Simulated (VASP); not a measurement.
# HfO2 (Fm-3m) in VASP: further runs

HfO2 is run at these levels: PBE; tasks: single point, relaxation of cell and atoms.

All numbers are computed with VASP 6.6.1; they aren't measurements. Logs are shortened: lines on timing, memory, paths and dates and some standing lists are left out, and cuts for length are marked.

### 1 The cell of the first run

It takes space group Fm-3m (No. 225, cubic). The conventional cell has a = 5.098 Å, b = 5.098 Å, c = 5.098 Å, α = 90.00°, β = 90.00°, γ = 90.00°. Hf (site symmetry m-3m) has 8 O at 2.21 Å within 2.9 Å. Within 2.9 Å of O (site symmetry -43m) lie 4 Hf at 2.21 Å and 6 O at 2.55 Å.

### 2 Single point, PBE

File INCAR:

```
  ALGO = Normal
  EDIFF = 1E-6
  ENCUT = 520
  GGA = PE
  ISIF = 2
  ISMEAR = 0
  LASPH = True
  LCHARG = False
  LREAL = False
  LWAVE = False
  NBANDS = 18
  NELM = 80
  PREC = Accurate
  SIGMA = 0.02
```

File KPOINTS:

```
k-points
0
Gamma
  8 8 8
```

File POSCAR:

```
HfO2
1.0
    0.0000000000      2.5491214022      2.5491214022
    2.5491214022      0.0000000000      2.5491214022
    2.5491214022      2.5491214022      0.0000000000
Hf O
1 2
Direct
    0.0000000000      0.0000000000      0.0000000000
    0.2500000000      0.2500000000      0.2500000000
    0.7500000000      0.7500000000      0.7500000000
```

Potentials or basis: VASP PAW PBE potentials, release 64 (Hf_pv, O).

The run is started by

```
cat potpaw_PBE.64/Hf_pv/POTCAR potpaw_PBE.64/O/POTCAR > POTCAR
mpirun -np 1 vasp_std > vasp.out
```

OUTCAR:

```text
EDIFF = 1E-6
   ENCUT = 520
   GGA = PE
   ISIF = 2
   ISMEAR = 0
   LASPH = True
   LREAL = False
   NELM = 80
   PREC = Accurate

 ion  position               nearest neighbor table
   1  0.000  0.000  0.000-   3 2.21   3 2.21   3 2.21   2 2.21   3 2.21   2 2.21   2 2.21   2 2.21

   2  0.250  0.250  0.250-   1 2.21   1 2.21   1 2.21   1 2.21
   3  0.750  0.750  0.750-   1 2.21   1 2.21   1 2.21   1 2.21

  LATTYP: Found a face centered cubic cell.
 ALAT       =     5.0982428044

  Lattice vectors:

 A1 = (   0.0000000000,   2.5491214022,   2.5491214022)
 A2 = (   2.5491214022,   0.0000000000,   2.5491214022)
 A3 = (   2.5491214022,   2.5491214022,   0.0000000000)

Analysis of symmetry for initial positions (statically):
=====================================================================
 Subroutine PRICEL returns:
 Original cell was already a primitive cell.

 Routine SETGRP: Setting up the symmetry group for a
 face centered cubic supercell.

 Subroutine GETGRP returns: Found 48 space group operations
 (whereof 48 operations were pure point group operations)
 out of a pool of 48 trial point group operations.

The static configuration has the point symmetry O_h .

Analysis of symmetry for dynamics (positions and initial velocities):
=====================================================================
 Subroutine PRICEL returns:
 Original cell was already a primitive cell.

 Routine SETGRP: Setting up the symmetry group for a
 face centered cubic supercell.

 Subroutine GETGRP returns: Found 48 space group operations
 (whereof 48 operations were pure point group operations)
 out of a pool of 48 trial point group operations.

The dynamic configuration has the point symmetry O_h .

 Subroutine INISYM returns: Found 48 space group operations
 (whereof 48 operations are pure point group operations),
 and found     1 'primitive' translations

----------------------------------------------------------------------------------------

                                     Primitive cell

  volume of cell :      33.1285

  direct lattice vectors                    reciprocal lattice vectors
     0.000000000  2.549121402  2.549121402    -0.196146013  0.196146013  0.196146013
     2.549121402  0.000000000  2.549121402     0.196146013 -0.196146013  0.196146013
     2.549121402  2.549121402  0.000000000     0.196146013  0.196146013 -0.196146013

  length of vectors
     3.605002059  3.605002059  3.605002059     0.339734860  0.339734860  0.339734860

[... 70 lines left out ...]
   NGX,Y,Z   is equivalent  to a cutoff of  12.91, 12.91, 12.91 a.u.
   NGXF,Y,Z  is equivalent  to a cutoff of  25.82, 25.82, 25.82 a.u.
 SYSTEM =  unknown system
   PREC   = accura    normal or accurate (medium, high low for compatibility)
   ISTART =      0    job   : 0-new  1-cont  2-samecut
   ICHARG =      2    charge: 1-file 2-atom 10-const
   ISPIN  =      1    spin polarized calculation?
   LNONCOLLINEAR =      F non collinear calculations
   LSORBIT =      F    spin-orbit coupling
   LASPH  =      T    aspherical Exc in radial PAW
   ENCUT  =  520.0 eV  38.22 Ry    6.18 a.u.   6.70  6.70  6.70*2*pi/ulx,y,z
   NELM   =     80;   NELMIN=  2; NELMDL= -5     # of ELM steps
   EDIFF  = 0.1E-05   stopping-criterion for ELM
   LREAL  =      F    real-space projection
[... 7 lines left out ...]
   TEBEG  =    0.0;   TEEND  =   0.0 temperature during run
   PSTRESS=    0.0 pullay stress
   NELECT =      22.0000    total number of electrons
   NUPDOWN=      -1.0000    fix difference up-down
   EMIN   =  10.00;   EMAX   =-10.00  energy-range for DOS
   EFERMI =   0.00;   METHOD = LEGACY
   ISMEAR =     0;   SIGMA  =   0.02  broadening in eV -4-tet -1-fermi 0-gaus
   EFERMI_NEDOS =   21; number of points for ismear=-14 and -15
   IALGO  =     38    algorithm
   IMIX   =      4    mixing-type and parameters
     AMIX     =   0.40;   BMIX     =  1.00
     AMIX_MAG =   1.60;   BMIX_MAG =  1.00
  volume/ion in A,a.u.               =      11.04        74.52
  Fermi-wavevector in a.u.,A,eV,Ry     =   1.428286  2.699069 27.755901  2.040001
  Thomas-Fermi vector in A             =   2.548364
   LORBIT       =      0    0 simple, 1 ext, 2 COOP (PROOUT), +10 PAW based schemes
   GGA     = PE    functional components
   LHFCALC =     F    Hartree Fock is set to
   AEXX    =    0.0000 exact exchange contribution
   IVDW    =     0    specifies the selected vdW correction
   LEPSILON=     F    determine dielectric tensor
   LRPA    =     F    only Hartree local field effects (RPA)
 non-spin polarized calculation
 Gauss-broadening in eV      SIGMA  =   0.02
  energy-cutoff  :      520.00
  volume of cell :       33.13
 maximum number of plane-waves:       911
   NGX = 13   NGY = 13   NGZ = 13

 number of electron      21.9999992 magnetization

 Free energy of the ion-electron system (eV)
  ---------------------------------------------------
  ext. energy  EPLUGINS =         0.00000000
  ---------------------------------------------------
  free energy    TOTEN  =       -30.24307628 eV

  energy without entropy =      -30.24307628  energy(sigma->0) =      -30.24307628

 E-fermi :   4.2493     XC(G=0): -11.7497

 val. band max:        4.1373257260   @ k =   0.5000   0.5000   0.0000
 cond. band min:       7.8936033335   @ k =   0.5000   0.5000   0.0000
 fundamental gap:      3.7562776075
 Fermi energy:         4.2493041454

 k-point     1 :       0.0000    0.0000    0.0000
  band No.  band energies     occupation
      1     -25.6273      2.00000
      2     -25.6273      2.00000
      3     -25.6273      2.00000
      4     -14.4916      2.00000
      5     -11.5412      2.00000
      6      -1.1036      2.00000
[... 481 lines left out ...]
      5     -12.4246      2.00000
      6      -0.6077      2.00000
[... 10 lines left out ...]
     17      15.0212      0.00000
     18      16.9616      0.00000

 [... further k-points ...]
[... 5 lines left out ...]
  --------------------------------------------------------------------------------------
  -------------------------------------------------------------------------------------
  Total       -0.7680215     -0.7680215     -0.7680215      0.0000000      0.0000000      0.0000000
  in kB      -37.1434661    -37.1434661    -37.1434661      0.0000000      0.0000000      0.0000000
  external PRESSURE =     -37.1434661 kB  Pullay stress =       0.0000000 kB

 VOLUME and BASIS-vectors are now :
 -----------------------------------------------------------------------------
  energy-cutoff  :      520.00
  volume of cell :       33.13
      direct lattice vectors                 reciprocal lattice vectors
     0.000000000  2.549121402  2.549121402    -0.196146013  0.196146013  0.196146013
     2.549121402  0.000000000  2.549121402     0.196146013 -0.196146013  0.196146013
     2.549121402  2.549121402  0.000000000     0.196146013  0.196146013 -0.196146013

 POSITION                                       TOTAL-FORCE (eV/Angst)
 -----------------------------------------------------------------------------------
      0.00000      0.00000      0.00000         0.000000     -0.000000     -0.000000
      1.27456      1.27456      1.27456        -0.000000     -0.000000     -0.000000
      3.82368      3.82368      3.82368         0.000000      0.000000      0.000000
 -----------------------------------------------------------------------------------
    total drift:                                0.000000      0.000000      0.000000

  FREE ENERGIE OF THE ION-ELECTRON SYSTEM (eV)
  ---------------------------------------------------
  free  energy   TOTEN  =       -30.2430762838 eV

  energy  without entropy=      -30.2430762838  energy(sigma->0) =      -30.24307628
```

OSZICAR:

```text
N       E                     dE             d eps       ncg     rms          rms(c)
DAV:   1     0.933901561518E+02    0.93390E+02   -0.12670E+04  1044   0.121E+03
DAV:   2    -0.318799828566E+02   -0.12527E+03   -0.12017E+03  1358   0.288E+02
DAV:   3    -0.360271715566E+02   -0.41472E+01   -0.41280E+01  1180   0.464E+01
DAV:   4    -0.360524751227E+02   -0.25304E-01   -0.25295E-01  1284   0.396E+00
DAV:   5    -0.360526324020E+02   -0.15728E-03   -0.15728E-03  1172   0.299E-01    0.462E+01
DAV:   6    -0.303842692696E+02    0.56684E+01   -0.20496E+01  1064   0.322E+01    0.405E+01
DAV:   7    -0.302835930557E+02    0.10068E+00   -0.67955E-01  1204   0.675E+00    0.287E+01
DAV:   8    -0.302676690494E+02    0.15924E-01   -0.32375E-01  1124   0.516E+00    0.995E+00
DAV:   9    -0.302427495982E+02    0.24919E-01   -0.73245E-02  1102   0.230E+00    0.268E+00
DAV:  10    -0.302430250635E+02   -0.27547E-03   -0.35051E-03  1170   0.448E-01    0.160E-01
DAV:  11    -0.302430614736E+02   -0.36410E-04   -0.18391E-04  1192   0.115E-01    0.217E-01
DAV:  12    -0.302430753365E+02   -0.13863E-04   -0.40248E-05  1154   0.423E-02    0.122E-02
DAV:  13    -0.302430762838E+02   -0.94726E-06   -0.14925E-06  1128   0.915E-03
   1 F= -.30243076E+02 E0= -.30243076E+02  d E =-.160724E-17
```

It took 32 s on 1 thread of AMD EPYC 7R43 (Zen 3), shared host; peak memory 0.12 GiB.

Results:

```
Free energy            : -30.2431 eV
Pressure               : -3.7 GPa
Band gap on the k mesh : 3.76 eV, direct
```

Caveat: spin-orbit coupling is left out, which moves the levels of the heavy elements. As with any semilocal functional, this PBE gap is likely too small.

### 3 Relaxation of cell and atoms, PBE

This run uses another cell than the first one, of 11.15 Å³/atom, 1.010 times its volume.

File INCAR:

```
PREC = Accurate
ENCUT = 600
EDIFF = 1E-7
ISMEAR = 0
SIGMA = 0.02
LREAL = F
LASPH = T
NELM = 100
ALGO = Normal
ISIF = 3
LWAVE = F
LCHARG = F
GGA = PE
IBRION = 2
NSW = 70
EDIFFG = -0.02
```

File KPOINTS:

```
Automatic mesh
0
Gamma
  8 8 8
```

File POSCAR:

```
HfO2
1.0
    0.0000000000      2.5575000000      2.5575000000
    2.5575000000      0.0000000000      2.5575000000
    2.5575000000      2.5575000000      0.0000000000
Hf O
1 2
Direct
    0.0000000000      0.0000000000      0.0000000000
    0.2500000000      0.2500000000      0.2500000000
    0.7500000000      0.7500000000      0.7500000000
```

Potentials or basis: VASP PAW PBE potentials, release 64 (Hf_pv, O).

The run is started by

```
cat potpaw_PBE.64/Hf_pv/POTCAR potpaw_PBE.64/O/POTCAR > POTCAR
mpirun -np 1 vasp_std > vasp.out
```

It took 2 min on 1 thread of AMD EPYC 7R43 (Zen 3), shared host; peak memory 0.14 GiB.

The run converged. Its results:

```yaml
Free_energy: -30.2560 eV
Relaxed_volume: 10.87 Å³/atom
Relaxed_cell: a = 3.586 Å, b = 3.586 Å, c = 3.586 Å, α = 60.00°, β = 60.00°, γ = 60.00°
Space_group_after_relaxing_to_0.05_Å: Fm-3m (No. 225)
Energy_gained_by_relaxing: 5.7 meV/atom
Ionic_steps: 3
Pressure_after_relaxing: -0.1 GPa
Band_gap_on_the_k_mesh: 3.80 eV, direct
```

Step by step:
```csv
step,energy change (eV),largest force (eV/Å),pressure (GPa),volume (Å³)
1,0.0000,0.0000,-6.23,33.46
2,0.0194,0.0000,10.19,31.40
3,-0.0172,0.0000,-0.06,32.60
```

Final structure:
```
Hf O
1.0
     0.00000    2.53546    2.53546
     2.53546    0.00000    2.53546
     2.53546    2.53546    0.00000
Hf O
1 2
Direct
  0.00000 0.00000 0.00000
  0.25000 0.25000 0.25000
  0.75000 0.75000 0.75000
```

Levels at points of the mesh, in eV from the valence-band top:
| k point | band 9 | band 10 | band 11 | band 12 | band 13 | band 14 |
| --- | --- | --- | --- | --- | --- | --- |
| (0.00, 0.00, 0.00) | -0.61 | -0.61 | -0.61 | 3.88 | 3.88 | 5.83 |
| (0.50, 0.00, 0.00) | -2.73 | -1.83 | -1.83 | 4.61 | 4.61 | 6.98 |
| (0.50, 0.50, 0.00) | -1.53 | -1.53 | 0.00 | 3.80 | 5.50 | 6.63 |

Caveat: spin-orbit coupling is left out, which moves the levels of the heavy elements.
